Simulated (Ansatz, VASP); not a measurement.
Two plane-wave programs on MgBCl5

Contents of INCAR:

```
SYSTEM = MgBCl5
PREC = Accurate
ENCUT = 520
EDIFF = 1E-7
ISMEAR = 0
SIGMA = 0.1
LREAL = .FALSE.
LASPH = .TRUE.
NELM = 100
ALGO = Normal
ISIF = 2
LWAVE = .FALSE.
LCHARG = .FALSE.
GGA = PE
NBANDS = 29
```

KPOINTS

```
Automatic mesh
0
G
  4 4 2
  0 0 0
```

The input POSCAR:

```
MgBCl5
1.0
    4.6704600800      0.0000000000      0.0000000000
    0.0000000000      4.6704600800      0.0000000000
    0.0000000000      0.0000000000      7.4953161700
Mg B Cl
1 1 5
Direct
    0.0000000000      0.0000000000      0.0000000000
    0.0000000000      0.0000000000      0.5000000000
    0.0000000000      0.5000000000      0.3014319200
    0.0000000000      0.5000000000      0.6985680800
    0.5000000000      0.0000000000      0.3014319200
    0.5000000000      0.0000000000      0.6985680800
    0.5000000000      0.5000000000      0.0000000000
```

Input for Ansatz:

```yaml
crystal:
  lattice:
    - [4.67046008, 0.0, 0.0]
    - [0.0, 4.67046008, 0.0]
    - [0.0, 0.0, 7.49531617]
  atoms:
    - { symbol: Mg, position: [0.0, 0.0, 0.0] }
    - { symbol: B, position: [0.0, 0.0, 0.5] }
    - { symbol: Cl, position: [0.0, 0.5, 0.30143192] }
    - { symbol: Cl, position: [0.0, 0.5, 0.69856808] }
    - { symbol: Cl, position: [0.5, 0.0, 0.30143192] }
    - { symbol: Cl, position: [0.5, 0.0, 0.69856808] }
    - { symbol: Cl, position: [0.5, 0.5, 0.0] }
basis:
  ecutwfc: 420
kpoints:
  mp_grid: { grid: [4, 4, 2] }
hamiltonian:
  xc: pbe
scf:
  occupations: { method: gaussian, width: 0.1 }
  lower_state_search: "off"
output:
  forces: true
  stress: true
  eigenvalues: true
```

Change from the starting cell: species swapped into the YIn5Rh type (P4/mmm, No. 123).

Alike in both runs: task single point; functional PBE; k mesh 4 × 4 × 2; occupations gaussian, width 0.1 eV; no spin polarisation.

|  | VASP | Ansatz |
| --- | --- | --- |
| version | VASP 6.6.1 | Ansatz 0.2.0 |
| potentials or method | VASP PAW PBE potentials, release 64 (Mg, B, Cl), cutoff 520 eV | scalar-relativistic, plane waves, PAW |
| valence electrons in the cell | 40 | 48 |

|  | VASP | Ansatz | Ansatz less VASP |
| --- | --- | --- | --- |
| gap on the k mesh at the Fermi level (eV) | none | none | - |
| pressure (GPa) | -4.2 | -4.1 | +0.10 |
| traceless stress, the component that is largest in VASP (GPa) | 0.74 | 0.76 | +0.024 |
| rms of the force components (eV/Å) | 0.153 | 0.154 | +0.0009 |

Atom by atom the forces differ by 0.001 eV/Å (rms over components). A gap of «none» marks a metal or a gap that the smearing closes. The functional is the same, so the differences come from potentials, cutoffs and numerics. VASP's potentials hold 40 valence electrons a cell and Ansatz's 48, so a difference there can come from the potentials and not from the codes.

The k mesh is coarse, so the values compare programs but aren't converged.
